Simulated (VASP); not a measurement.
# Li3AgB5 (Cmmm) in VASP: a series of runs

The runs below take Li3AgB5 through single point, relaxation of cell and atoms, with PBE.

Everything below comes from runs of VASP 6.6.1. Logs are shortened: lines on timing, memory, paths and dates and some standing lists are left out, and cuts for length are marked.

### Step 1. The cell of the first run

The structure is orthorhombic, space group Cmmm (No. 65). Conventional cell: a = 5.474 Å, b = 8.890 Å, c = 4.578 Å, α = 90.00°, β = 90.00°, γ = 90.00°. Li (site symmetry 2/m) has 2 Ag at 2.61 Å and 10 B at 2.61 to 3.47 Å and 6 Li at 2.74 to 3.47 Å within 3.5 Å. Within 2.7 Å of Li (site symmetry mmm) lie 4 B at 2.05 Å and 2 Ag at 2.29 Å. Within 3.0 Å of Ag (site symmetry mmm) lie 6 Li at 2.29 to 2.61 Å and 6 B at 2.37 to 2.74 Å. Within 2.2 Å of B (site symmetry m) lie 3 B at 1.67 to 1.73 Å and 1 Li at 2.05 Å. B (site symmetry mmm) has 4 B at 1.69 Å within 2.2 Å.

The cell was built from a structure type or drawn by symmetry, and may not be a known phase.

### Step 2. Single point, PBE

Input file INCAR:

```
SYSTEM = Li3AgB5
PREC     = Accurate       ! precision mode
ENCUT    = 520            ! plane-wave cutoff, eV
EDIFF    = 1E-7           ! SCF threshold, eV
ISMEAR   = 0              ! smearing method
SIGMA    = 0.1            ! smearing width, eV
LREAL    = .False.        ! projectors in reciprocal space
LASPH    = .True.         ! aspherical terms in the spheres
NELM     = 60             ! most SCF steps
ALGO     = Normal         ! electronic algorithm
ISIF     = 2              ! what is computed and relaxed
LWAVE    = .False.        ! write WAVECAR
LCHARG   = .False.        ! write CHGCAR
GGA      = PE             ! functional
NBANDS   = 28             ! bands
```

Input file KPOINTS:

```
regular mesh
0
Gamma
  4 4 4
  0 0 0
```

Input file POSCAR:

```
Li3AgB5
1.0
    2.7367915040     -4.4449614264      0.0000000000
    2.7367915040      4.4449614264      0.0000000000
    0.0000000000      0.0000000000      4.5781973487
Li Ag B
3 1 5
Direct
    0.0000000000      0.5000000000      0.5000000000
    0.5000000000      0.0000000000      0.5000000000
    0.5000000000      0.5000000000      0.0000000000
    0.5000000000      0.5000000000      0.5000000000
    0.8419574831      0.8419574831      0.1823093312
    0.1580425169      0.1580425169      0.1823093312
    0.8419574831      0.8419574831      0.8176906688
    0.1580425169      0.1580425169      0.8176906688
    0.0000000000      0.0000000000      0.5000000000
```

Potentials or basis: VASP PAW PBE potentials, release 64 (Li_sv, Ag, B).

Run with:

```
cat potpaw_PBE.64/Li_sv/POTCAR potpaw_PBE.64/Ag/POTCAR potpaw_PBE.64/B/POTCAR > POTCAR
mpirun -np 1 vasp_std > vasp.out
```

OUTCAR:

```text
SYSTEM = Li3AgB5
   PREC = Accurate
   ENCUT = 520
   EDIFF = 1E-7
   ISMEAR = 0
   LREAL = .False.
   LASPH = .True.
   NELM = 60
   ISIF = 2
   GGA = PE

 ion  position               nearest neighbor table
   1  0.000  0.500  0.500-   4 2.61   4 2.61
   2  0.500  0.000  0.500-   4 2.61   4 2.61
   3  0.500  0.500  0.000-   5 2.05   6 2.05   7 2.05   8 2.05   4 2.29   4 2.29
   4  0.500  0.500  0.500-   3 2.29   3 2.29   6 2.37   7 2.37   8 2.37   5 2.37   1 2.61   2 2.61
                             2 2.61   1 2.61   9 2.74   9 2.74
   5  0.842  0.842  0.182-   7 1.67   9 1.69   6 1.73   3 2.05   4 2.37
   6  0.158  0.158  0.182-   8 1.67   9 1.69   5 1.73   3 2.05   4 2.37
   7  0.842  0.842  0.818-   5 1.67   9 1.69   8 1.73   3 2.05   4 2.37
   8  0.158  0.158  0.818-   6 1.67   9 1.69   7 1.73   3 2.05   4 2.37
   9  0.000  0.000  0.500-   5 1.69   6 1.69   7 1.69   8 1.69   4 2.74   4 2.74

  LATTYP: Found a base centered orthorhombic cell.
 ALAT       =     5.4735830080
 B/A-ratio  =     1.6241505500
 C/A-ratio  =     0.8364169032

  Lattice vectors:

 A1 = (   2.7367915040,  -4.4449614264,   0.0000000000)
 A2 = (   2.7367915040,   4.4449614264,   0.0000000000)
 A3 = (   0.0000000000,   0.0000000000,   4.5781973487)

Analysis of symmetry for initial positions (statically):
=====================================================================
 Subroutine PRICEL returns:
 Original cell was already a primitive cell.

 Routine SETGRP: Setting up the symmetry group for a
 base centered orthorhombic supercell.

 Subroutine GETGRP returns: Found  8 space group operations
 (whereof  8 operations were pure point group operations)
 out of a pool of  8 trial point group operations.

The static configuration has the point symmetry D_2h.

Analysis of symmetry for dynamics (positions and initial velocities):
=====================================================================
 Subroutine PRICEL returns:
 Original cell was already a primitive cell.

 Routine SETGRP: Setting up the symmetry group for a
 base centered orthorhombic supercell.

 Subroutine GETGRP returns: Found  8 space group operations
 (whereof  8 operations were pure point group operations)
 out of a pool of  8 trial point group operations.

The dynamic configuration has the point symmetry D_2h.

 Subroutine INISYM returns: Found  8 space group operations
 (whereof  8 operations are pure point group operations),
 and found     1 'primitive' translations

----------------------------------------------------------------------------------------

                                     Primitive cell

  volume of cell :     111.3869

  direct lattice vectors                    reciprocal lattice vectors
     2.736791504 -4.444961426  0.000000000     0.182695686 -0.112486915  0.000000000
     2.736791504  4.444961426  0.000000000     0.182695686  0.112486915  0.000000000
     0.000000000  0.000000000  4.578197349     0.000000000  0.000000000  0.218426582

  length of vectors
     5.219933890  5.219933890  4.578197349     0.214548409  0.214548409  0.218426582

  position of ions in fractional coordinates (direct lattice)
     0.000000000  0.500000000  0.500000000
     0.500000000  0.000000000  0.500000000
     0.500000000  0.500000000  0.000000000
     0.500000000  0.500000000  0.500000000
     0.841957483  0.841957483  0.182309331
     0.158042517  0.158042517  0.182309331
     0.841957483  0.841957483  0.817690669
     0.158042517  0.158042517  0.817690669
     0.000000000  0.000000000  0.500000000

  ion indices of the primitive-cell ions
   primitive index   ion index
                 1           1
                 2           2
                 3           3
                 4           4
                 5           5
                 6           6
                 7           7
                 8           8
                 9           9

----------------------------------------------------------------------------------------

 KPOINTS: regular mesh

Automatic generation of k-mesh.
 Grid dimensions read from file:
 generate k-points for:    4    4    4

 Generating k-lattice:

  Cartesian coordinates                     Fractional coordinates (reciprocal lattice)
     0.045673921 -0.028121729  0.000000000     0.250000000  0.000000000  0.000000000
     0.045673921  0.028121729  0.000000000     0.000000000  0.250000000  0.000000000
     0.000000000  0.000000000  0.054606646     0.000000000  0.000000000  0.250000000

  Length of vectors
     0.053637102  0.053637102  0.054606646

  Shift w.r.t. Gamma in fractional coordinates (k-lattice)
     0.000000000  0.000000000  0.000000000

 Subroutine IBZKPT returns following result:
 ===========================================

 Found     21 irreducible k-points:

 Following reciprocal coordinates:
            Coordinates               Weight
  0.000000  0.000000  0.000000      1.000000
  0.250000  0.000000  0.000000      4.000000
  0.500000  0.000000  0.000000      2.000000
  0.250000  0.250000  0.000000      2.000000
  0.500000  0.250000  0.000000      4.000000
 -0.250000  0.250000  0.000000      2.000000
[... 13 lines left out ...]
 -0.250000  0.250000  0.500000      2.000000
  0.500000  0.500000  0.500000      1.000000
   k-points           NKPTS =     21   k-points in BZ     NKDIM =     21   number of bands    NBANDS=     28
   number of dos      NEDOS =    301   number of ions     NIONS =      9
   total plane-waves  NPLWV =  57600
   dimension x,y,z NGX =    40 NGY =   40 NGZ =   36
   dimension x,y,z NGXF=    80 NGYF=   80 NGZF=   72
   ions per type =               3   1   5
   NGX,Y,Z   is equivalent  to a cutoff of  12.74, 12.74, 13.07 a.u.
   NGXF,Y,Z  is equivalent  to a cutoff of  25.48, 25.48, 26.15 a.u.
 SYSTEM =  Li3AgB5
   PREC   = accura    normal or accurate (medium, high low for compatibility)
   ISTART =      0    job   : 0-new  1-cont  2-samecut
   ICHARG =      2    charge: 1-file 2-atom 10-const
   ISPIN  =      1    spin polarized calculation?
   LNONCOLLINEAR =      F non collinear calculations
   LSORBIT =      F    spin-orbit coupling
   LASPH  =      T    aspherical Exc in radial PAW
   ENCUT  =  520.0 eV  38.22 Ry    6.18 a.u.   9.71  9.71  8.51*2*pi/ulx,y,z
   NELM   =     60;   NELMIN=  2; NELMDL= -5     # of ELM steps
   EDIFF  = 0.1E-06   stopping-criterion for ELM
   LREAL  =      F    real-space projection
   EDIFFG = 0.1E-05   stopping-criterion for IOM
   NSW    =      0    number of steps for IOM
   IBRION =     -1    ionic relax: 0-MD 1-quasi-New 2-CG
   NFREE  =      0    steps in history (QN), initial steepest desc. (CG)
   ISIF   =      2    stress and relaxation
   ISYM   =      2    0-nonsym 1-usesym 2-fastsym
   POTIM  = 0.5000    time-step for ionic-motion
   TEBEG  =    0.0;   TEEND  =   0.0 temperature during run
   PSTRESS=    0.0 pullay stress
   NELECT =      35.0000    total number of electrons
   NUPDOWN=      -1.0000    fix difference up-down
   EMIN   =  10.00;   EMAX   =-10.00  energy-range for DOS
   EFERMI =   0.00;   METHOD = LEGACY
   ISMEAR =     0;   SIGMA  =   0.10  broadening in eV -4-tet -1-fermi 0-gaus
   EFERMI_NEDOS =   21; number of points for ismear=-14 and -15
   IALGO  =     38    algorithm
   IMIX   =      4    mixing-type and parameters
     AMIX     =   0.40;   BMIX     =  1.00
     AMIX_MAG =   1.60;   BMIX_MAG =  1.00
  volume/ion in A,a.u.               =      12.38        83.52
  Fermi-wavevector in a.u.,A,eV,Ry     =   1.112977  2.103221 16.853773  1.238717
  Thomas-Fermi vector in A             =   2.249557
   LORBIT       =      0    0 simple, 1 ext, 2 COOP (PROOUT), +10 PAW based schemes
   GGA     = PE    functional components
   LHFCALC =     F    Hartree Fock is set to
   AEXX    =    0.0000 exact exchange contribution
   IVDW    =     0    specifies the selected vdW correction
   LEPSILON=     F    determine dielectric tensor
   LRPA    =     F    only Hartree local field effects (RPA)
 non-spin polarized calculation
 Gauss-broadening in eV      SIGMA  =   0.10
  energy-cutoff  :      520.00
  volume of cell :      111.39
 maximum number of plane-waves:      3027
 NGX is ok and might be reduce to    40
   NGX = 19   NGY = 19   NGZ = 17

 number of electron      35.0000018 magnetization

 Free energy of the ion-electron system (eV)
  ---------------------------------------------------
  ext. energy  EPLUGINS =         0.00000000
  ---------------------------------------------------
  free energy    TOTEN  =       -39.03807425 eV

  energy without entropy =      -39.02641112  energy(sigma->0) =      -39.03224268

 E-fermi :   3.9891     XC(G=0):  -9.2938

 val. band max:        3.9763718029   @ k =   0.2500   0.0000   0.5000
 cond. band min:       4.0104614913   @ k =   0.0000   0.0000   0.0000
 fundamental gap:      0.0340896884
 Fermi energy:         3.9891175605

 k-point     1 :       0.0000    0.0000    0.0000
  band No.  band energies     occupation
      1     -43.0491      2.00000
      2     -43.0286      2.00000
      3     -41.3520      2.00000
      4      -9.4339      2.00000
      5      -5.1285      2.00000
      6      -4.4268      2.00000
[... 20 lines left out ...]
     27      11.0457      0.00000
     28      11.1263      0.00000

 k-point     2 :       0.2500    0.0000    0.0000
  band No.  band energies     occupation
      1     -43.0460      2.00000
      2     -43.0316      2.00000
      3     -41.3520      2.00000
      4      -9.3673      2.00000
      5      -5.2146      2.00000
      6      -4.5985      2.00000
[... 20 lines left out ...]
     27      10.7189      0.00000
     28      10.9207      0.00000

 k-point     3 :       0.5000    0.0000    0.0000
  band No.  band energies     occupation
      1     -43.0388      2.00000
      2     -43.0386      2.00000
      3     -41.3520      2.00000
      4      -9.2960      2.00000
      5      -5.2894      2.00000
      6      -4.9175      2.00000
[... 20 lines left out ...]
     27      11.0185      0.00000
     28      11.1936      0.00000

 k-point     4 :       0.2500    0.2500    0.0000
  band No.  band energies     occupation
      1     -43.0388      2.00000
      2     -43.0387      2.00000
      3     -41.3520      2.00000
      4      -9.2962      2.00000
      5      -5.2894      2.00000
      6      -4.9160      2.00000
[... 485 lines left out ...]
     27      10.1274      0.00000
     28      10.5408      0.00000

 k-point    20 :      -0.2500    0.2500    0.5000
  band No.  band energies     occupation
      1     -43.0488      2.00000
      2     -43.0285      2.00000
      3     -41.3496      2.00000
      4      -8.2279      2.00000
      5      -8.1753      2.00000
      6      -4.1017      2.00000
[... 20 lines left out ...]
     27      10.4729      0.00000
     28      11.1848      0.00000

 k-point    21 :       0.5000    0.5000    0.5000
  band No.  band energies     occupation
      1     -43.0487      2.00000
      2     -43.0285      2.00000
      3     -41.3496      2.00000
      4      -8.1951      2.00000
      5      -8.1743      2.00000
      6      -4.1385      2.00000
[... 20 lines left out ...]
     27      10.6517      0.00000
     28      10.7723      0.00000

------------------------ aborting loop because EDIFF is reached ----------------------------------------

  FORCE on cell =-STRESS in cart. coord.  units (eV):
  Direction    XX          YY          ZZ          XY          YZ          ZX
  --------------------------------------------------------------------------------------
  -------------------------------------------------------------------------------------
  Total        0.0910393     -0.0618417     -0.0631962      0.0000000      0.0000000      0.0000000
  in kB        1.3094999     -0.8895238     -0.9090070      0.0000000      0.0000000      0.0000000
  external PRESSURE =      -0.1630103 kB  Pullay stress =       0.0000000 kB

 VOLUME and BASIS-vectors are now :
 -----------------------------------------------------------------------------
  energy-cutoff  :      520.00
  volume of cell :      111.39
      direct lattice vectors                 reciprocal lattice vectors
     2.736791504 -4.444961426  0.000000000     0.182695686 -0.112486915  0.000000000
     2.736791504  4.444961426  0.000000000     0.182695686  0.112486915  0.000000000
     0.000000000  0.000000000  4.578197349     0.000000000  0.000000000  0.218426582

 POSITION                                       TOTAL-FORCE (eV/Angst)
 -----------------------------------------------------------------------------------
      1.36840      2.22248      2.28910         0.000000     -0.000000     -0.000000
      1.36840     -2.22248      2.28910         0.000000      0.000000     -0.000000
      2.73679      0.00000      0.00000        -0.000000      0.000000     -0.000000
      2.73679      0.00000      2.28910         0.000000      0.000000     -0.000000
      4.60852      0.00000      0.83465         0.001261      0.000000     -0.020966
      0.86506      0.00000      0.83465        -0.001261      0.000000     -0.020966
      4.60852      0.00000      3.74355         0.001261      0.000000      0.020966
      0.86506      0.00000      3.74355        -0.001261      0.000000      0.020966
      0.00000      0.00000      2.28910         0.000000      0.000000     -0.000000
 -----------------------------------------------------------------------------------
    total drift:                                0.000000     -0.000000     -0.000000

  FREE ENERGIE OF THE ION-ELECTRON SYSTEM (eV)
  ---------------------------------------------------
  free  energy   TOTEN  =       -39.0380742504 eV

  energy  without entropy=      -39.0264111163  energy(sigma->0) =      -39.03224268
```

Wall time 60 s (1 thread of Intel Xeon Platinum 8488C (Sapphire Rapids), shared host); peak memory 0.26 GiB.

Results:

```
Free energy            : -39.0381 eV
Largest force          : 0.021 eV/Å
Band gap on the k mesh : zero (an odd number of electrons rules out a gap without spin polarisation)
```

Forces on the atoms (eV/Å):
```
Li   0.000  0.000  0.000
Li   0.000  0.000  0.000
Li   0.000  0.000  0.000
Ag   0.000  0.000  0.000
B    0.001  0.000 -0.021
B   -0.001  0.000 -0.021
B    0.001  0.000  0.021
B   -0.001  0.000  0.021
B    0.000  0.000  0.000
```

Levels at points of the mesh, in eV from the Fermi level:
```
           k point  band 15  band 16  band 17  band 18  band 19  band 20
(0.00, 0.00, 0.00)    -4.33    -1.53    -0.19     0.02     0.79     1.28
(0.50, 0.00, 0.00)    -3.51    -2.82    -2.10     0.65     0.70     1.97
(0.50, 0.50, 0.00)    -4.30    -1.28     0.23     0.53     0.77     1.18
(0.00, 0.00, 0.50)    -3.75    -3.57    -2.79     0.09     0.68     2.42
(0.50, 0.00, 0.50)    -3.22    -1.02    -0.98    -0.36    -0.07     0.53
(0.50, 0.50, 0.50)    -4.18    -3.63    -3.32     1.26     2.30     2.34
```

Caveat: the cutoff is under 1.25 times the usual one of these potentials, so pressure, stress and relaxed cells hold a basis-set (Pulay) error.

[end of part 1 of 3]
